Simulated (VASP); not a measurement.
Set up this calculation in VASP 6.6.1, as the native input.

| Property | Result |
| --- | --- |
| Task | single point |
| Functional | RPBE |
| Potentials or basis | VASP PAW PBE potentials, release 64 (Ba_sv, Ti_sv, O) |
| Cutoff | 520 eV |
| k mesh | 4 × 4 × 4 |
| Occupations | gaussian, width 0.01 eV |
| Spin | no spin polarisation |
| Dipole correction | no |
| Further INCAR settings | ALGO = Normal; EDIFF = 1e-06; NBANDS = 28 |

The structure of BaTiO3 lies in POSCAR:

```
BaTiO3
1.0
    3.9998000000      0.0000000000      0.0000000000
    0.0000000000      3.9998000000      0.0000000000
    0.0000000000      0.0000000000      4.0180000000
Ba Ti O
1 1 3
Direct
    0.0000000000      0.0000000000      0.0000000000
    0.5000000000      0.5000000000      0.4900000000
    0.5000000000      0.5000000000      0.0190000000
    0.5000000000      0.0000000000      0.5170000000
    0.0000000000      0.5000000000      0.5170000000
```

One way to write it, as run:

INCAR

```
SYSTEM = BaTiO3
PREC = Accurate
ENCUT = 520
EDIFF = 1E-6
ISMEAR = 0
SIGMA = 0.01
LREAL = .FALSE.
LASPH = .TRUE.
NELM = 80
ALGO = Normal
ISIF = 2
LWAVE = .FALSE.
LCHARG = .FALSE.
GGA = RP
NBANDS = 28
```

KPOINTS

```
regular mesh
0
G
  4 4 4
  0 0 0
```

Potentials or basis: VASP PAW PBE potentials, release 64 (Ba_sv, Ti_sv, O).

The run is started by

```bash
$ cat potpaw_PBE.64/Ba_sv/POTCAR potpaw_PBE.64/Ti_sv/POTCAR potpaw_PBE.64/O/POTCAR > POTCAR
$ mpirun -np 1 vasp_std > vasp.out
```

Results of the run:

```json
{"Pressure": "8.5 GPa", "Largest force": "0.301 eV/Å", "Band gap on the k mesh": "1.80 eV, indirect (least direct gap 2.09 eV)"}
```

Caveat: the PAW data sets were made with another functional, which shifts forces and pressure a little; spin-orbit coupling is left out, which moves the levels of the heavy elements.

Run time: 30 s on 1 thread of Intel(R) Xeon(R) Platinum 8488C (Sapphire Rapids), with other jobs on the host, peak memory 0.18 GiB.
